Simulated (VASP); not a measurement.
# Ru in VASP: notebook, part 2 of 3

VASP 6.6.1. The steps go on from the part before.

**3. Single point, PBEsol**

This run uses another cell than the first one, of 13.68 Å³/atom, 1.055 times its volume.

File INCAR:

```
ALGO     = Fast           # electronic algorithm
EDIFF    = 1E-6           # SCF threshold, eV
ENCUT    = 520            # plane-wave cutoff, eV
GGA      = PS             # functional
ISIF     = 2              # what is computed and relaxed
ISMEAR   = 0              # smearing method
LASPH    = T              # aspherical terms in the spheres
LCHARG   = F              # write CHGCAR
LREAL    = F              # projectors in reciprocal space
LWAVE    = F              # write WAVECAR
NBANDS   = 21             # bands
NELM     = 60             # most SCF steps
PREC     = Accurate       # precision mode
SIGMA    = 0.15           # smearing width, eV
```

File KPOINTS:

```
k-points
0
Gamma
  18 18 10
```

File POSCAR:

```
Ru
1.0
    2.7254575605      0.0000000000      0.0000000000
   -1.3627287802      2.3603154843      0.0000000000
    0.0000000000      0.0000000000      4.2523798378
Ru
2
Direct
    0.3333333333      0.6666666667      0.2500000000
    0.6666666667      0.3333333333      0.7500000000
```

Potentials or basis: VASP PAW PBE potentials, release 64 (Ru_pv).

Command:

```console
cat potpaw_PBE.64/Ru_pv/POTCAR > POTCAR
mpirun -np 1 vasp_std > vasp.out
```

OUTCAR:

```text
EDIFF = 1E-6
   ENCUT = 520
   GGA = PS
   ISIF = 2
   ISMEAR = 0
   LASPH = T
   LREAL = F
   NELM = 60
   PREC = Accurate

 ion  position               nearest neighbor table
   1  0.333  0.667  0.250-   2 2.65   2 2.65   2 2.65   2 2.65   2 2.65   2 2.65
   2  0.667  0.333  0.750-   1 2.65   1 2.65   1 2.65   1 2.65   1 2.65   1 2.65

  LATTYP: Found a hexagonal cell.
 ALAT       =     2.7254575605
 C/A-ratio  =     1.5602443786

  Lattice vectors:

 A1 = (   2.7254575605,   0.0000000000,   0.0000000000)
 A2 = (  -1.3627287802,   2.3603154843,   0.0000000000)
 A3 = (   0.0000000000,   0.0000000000,   4.2523798378)

Analysis of symmetry for initial positions (statically):
=====================================================================
 Subroutine PRICEL returns:
 Original cell was already a primitive cell.

 Routine SETGRP: Setting up the symmetry group for a
 hexagonal supercell.

 Subroutine GETGRP returns: Found 24 space group operations
 (whereof 12 operations were pure point group operations)
 out of a pool of 24 trial point group operations.

The static configuration has the point symmetry D_3d.
 The point group associated with its full space group is D_6h.

Analysis of symmetry for dynamics (positions and initial velocities):
=====================================================================
 Subroutine PRICEL returns:
 Original cell was already a primitive cell.

 Routine SETGRP: Setting up the symmetry group for a
 hexagonal supercell.

 Subroutine GETGRP returns: Found 24 space group operations
 (whereof 12 operations were pure point group operations)
 out of a pool of 24 trial point group operations.

The dynamic configuration has the point symmetry D_3d.
 The point group associated with its full space group is D_6h.

 Subroutine INISYM returns: Found 24 space group operations
 (whereof 12 operations are pure point group operations),
 and found     1 'primitive' translations

----------------------------------------------------------------------------------------

                                     Primitive cell

  volume of cell :      27.3553

  direct lattice vectors                    reciprocal lattice vectors
     2.725457561  0.000000000  0.000000000     0.366910868  0.211836089  0.000000000
    -1.362728780  2.360315484  0.000000000     0.000000000  0.423672177  0.000000000
     0.000000000  0.000000000  4.252379838     0.000000000  0.000000000  0.235162436

  length of vectors
     2.725457561  2.725457560  4.252379838     0.423672177  0.423672177  0.235162436

  position of ions in fractional coordinates (direct lattice)
     0.333333333  0.666666667  0.250000000
     0.666666667  0.333333333  0.750000000

  ion indices of the primitive-cell ions
   primitive index   ion index
                 1           1
                 2           2

----------------------------------------------------------------------------------------

 KPOINTS: k-points

Automatic generation of k-mesh.
 Grid dimensions read from file:
 generate k-points for:   18   18   10

 Generating k-lattice:

  Cartesian coordinates                     Fractional coordinates (reciprocal lattice)
     0.020383937  0.011768672  0.000000000     0.055555556 -0.000000000  0.000000000
     0.000000000  0.023537343  0.000000000     0.000000000  0.055555556  0.000000000
     0.000000000  0.000000000  0.023516244     0.000000000  0.000000000  0.100000000

  Length of vectors
     0.023537343  0.023537343  0.023516244

  Shift w.r.t. Gamma in fractional coordinates (k-lattice)
     0.000000000  0.000000000  0.000000000

 Subroutine IBZKPT returns following result:
 ===========================================

 Found    222 irreducible k-points:

 Following reciprocal coordinates:
            Coordinates               Weight
  0.000000  0.000000  0.000000      1.000000
  0.055556  0.000000  0.000000      6.000000
  0.111111  0.000000  0.000000      6.000000
  0.166667  0.000000  0.000000      6.000000
  0.222222  0.000000  0.000000      6.000000
  0.277778  0.000000  0.000000      6.000000
[... 16 lines left out ...]
  0.333333  0.111111  0.000000     12.000000
  0.388889  0.111111  0.000000     12.000000
 [... further k-points ...]
   k-points           NKPTS =    222   k-points in BZ     NKDIM =    222   number of bands    NBANDS=     21
   number of dos      NEDOS =    301   number of ions     NIONS =      2
   total plane-waves  NPLWV =  12800
   dimension x,y,z NGX =    20 NGY =   20 NGZ =   32
   dimension x,y,z NGXF=    40 NGYF=   40 NGZF=   64
   ions per type =               2
   NGX,Y,Z   is equivalent  to a cutoff of  12.20, 12.20, 12.51 a.u.
   NGXF,Y,Z  is equivalent  to a cutoff of  24.40, 24.40, 25.02 a.u.
 SYSTEM =  unknown system
   PREC   = accura    normal or accurate (medium, high low for compatibility)
   ISTART =      0    job   : 0-new  1-cont  2-samecut
   ICHARG =      2    charge: 1-file 2-atom 10-const
   ISPIN  =      1    spin polarized calculation?
   LNONCOLLINEAR =      F non collinear calculations
   LSORBIT =      F    spin-orbit coupling
   LASPH  =      T    aspherical Exc in radial PAW
   ENCUT  =  520.0 eV  38.22 Ry    6.18 a.u.   5.07  5.07  7.91*2*pi/ulx,y,z
   NELM   =     60;   NELMIN=  2; NELMDL= -5     # of ELM steps
   EDIFF  = 0.1E-05   stopping-criterion for ELM
   LREAL  =      F    real-space projection
   EDIFFG = 0.1E-04   stopping-criterion for IOM
   NSW    =      0    number of steps for IOM
   IBRION =     -1    ionic relax: 0-MD 1-quasi-New 2-CG
   NFREE  =      0    steps in history (QN), initial steepest desc. (CG)
   ISIF   =      2    stress and relaxation
   ISYM   =      2    0-nonsym 1-usesym 2-fastsym
   POTIM  = 0.5000    time-step for ionic-motion
   TEBEG  =    0.0;   TEEND  =   0.0 temperature during run
   PSTRESS=    0.0 pullay stress
   NELECT =      28.0000    total number of electrons
   NUPDOWN=      -1.0000    fix difference up-down
   EMIN   =  10.00;   EMAX   =-10.00  energy-range for DOS
   EFERMI =   0.00;   METHOD = LEGACY
   ISMEAR =     0;   SIGMA  =   0.15  broadening in eV -4-tet -1-fermi 0-gaus
   EFERMI_NEDOS =   21; number of points for ismear=-14 and -15
   IALGO  =     68    algorithm
   IMIX   =      4    mixing-type and parameters
     AMIX     =   0.40;   BMIX     =  1.00
     AMIX_MAG =   1.60;   BMIX_MAG =  1.00
  volume/ion in A,a.u.               =      13.68        92.30
  Fermi-wavevector in a.u.,A,eV,Ry     =   1.649860  3.117783 37.035559  2.722037
  Thomas-Fermi vector in A             =   2.738908
   LORBIT       =      0    0 simple, 1 ext, 2 COOP (PROOUT), +10 PAW based schemes
   GGA     = PS    functional components
   LHFCALC =     F    Hartree Fock is set to
   AEXX    =    0.0000 exact exchange contribution
   IVDW    =     0    specifies the selected vdW correction
   LEPSILON=     F    determine dielectric tensor
   LRPA    =     F    only Hartree local field effects (RPA)
 non-spin polarized calculation
 RMM-DIIS sequential band-by-band and
 Gauss-broadening in eV      SIGMA  =   0.15
  energy-cutoff  :      520.00
  volume of cell :       27.36
 maximum number of plane-waves:       751
   NGX = 11   NGY = 11   NGZ = 15

 number of electron      28.0000005 magnetization

 Free energy of the ion-electron system (eV)
  ---------------------------------------------------
  ext. energy  EPLUGINS =         0.00000000
  ---------------------------------------------------
  free energy    TOTEN  =       -20.32759579 eV

  energy without entropy =      -20.30763483  energy(sigma->0) =      -20.31761531

 E-fermi :  12.5690     XC(G=0): -14.2336

 val. band max:       12.5600096445   @ k =   0.2778   0.0556   0.1000
 cond. band min:      12.5801396719   @ k =   0.2778   0.1667   0.1000
 fundamental gap:      0.0201300274
 Fermi energy:        12.5690308974

 k-point     1 :       0.0000    0.0000    0.0000
  band No.  band energies     occupation
      1     -31.0275      2.00000
      2     -30.1079      2.00000
      3     -30.1079      2.00000
      4     -29.9279      2.00000
      5     -29.9279      2.00000
      6     -29.8711      2.00000
[... 13 lines left out ...]
     20      22.8584      0.00000
     21      23.0212      0.00000
[... 529 lines left out ...]
 k-point    24 :       0.3889    0.1111    0.0000
  band No.  band energies     occupation
      1     -30.7648      2.00000
      2     -30.5755      2.00000
      3     -30.5512      2.00000
      4     -30.3627      2.00000
      5     -30.1726      2.00000
      6     -30.0855      2.00000
[... 13 lines left out ...]
     20      24.3485      0.00000
     21      24.6977      0.00000

 [... further k-points ...]

------------------------ aborting loop because EDIFF is reached ----------------------------------------

  FORCE on cell =-STRESS in cart. coord.  units (eV):
  Direction    XX          YY          ZZ          XY          YZ          ZX
  --------------------------------------------------------------------------------------
  -------------------------------------------------------------------------------------
  Total       -1.7355515     -1.7355515     -0.8697453     -0.0000000     -0.0000000      0.0000000
  in kB     -101.6498051   -101.6498051    -50.9402605     -0.0000000     -0.0000000      0.0000000
  external PRESSURE =     -84.7466235 kB  Pullay stress =       0.0000000 kB

 VOLUME and BASIS-vectors are now :
 -----------------------------------------------------------------------------
  energy-cutoff  :      520.00
  volume of cell :       27.36
      direct lattice vectors                 reciprocal lattice vectors
     2.725457561  0.000000000  0.000000000     0.366910868  0.211836089  0.000000000
    -1.362728780  2.360315484  0.000000000     0.000000000  0.423672177  0.000000000
     0.000000000  0.000000000  4.252379838     0.000000000  0.000000000  0.235162436

 POSITION                                       TOTAL-FORCE (eV/Angst)
 -----------------------------------------------------------------------------------
     -0.00000      1.57354      1.06309         0.000000     -0.000000      0.000000
      1.36273      0.78677      3.18928        -0.000000      0.000000      0.000000
 -----------------------------------------------------------------------------------
    total drift:                                0.000000     -0.000000      0.000000

  FREE ENERGIE OF THE ION-ELECTRON SYSTEM (eV)
  ---------------------------------------------------
  free  energy   TOTEN  =       -20.3275957859 eV

  energy  without entropy=      -20.3076348315  energy(sigma->0) =      -20.31761531
```

Run time: 38 s. Hardware: 1 thread of Intel Xeon 6975P-C (Granite Rapids), shared host; peak memory 0.2 GiB.

Results:

- Free energy: -20.3276 eV
- Pressure: -8.5 GPa
- Band gap on the k mesh: zero (band 14 reaches 14.02 eV, above the bottom of band 15 at 10.95 eV)

Levels at points of the mesh, in eV from the Fermi level:
```tsv
k point	band 12	band 13	band 14	band 15	band 16	band 17
(0.00, 0.00, 0.00)	-1.88	-1.88	-1.48	-1.48	1.18	1.18
(0.50, 0.00, 0.00)	-1.87	-1.44	1.33	1.78	1.97	3.98
(0.00, 0.00, 0.50)	-2.79	-2.64	-2.64	0.56	0.56	0.56
(0.50, 0.00, 0.50)	-1.10	0.41	0.41	1.61	1.61	3.32
```

Caveat: the PAW data sets were made with another functional, which shifts forces and pressure a little.

[end of part 2 of 3]
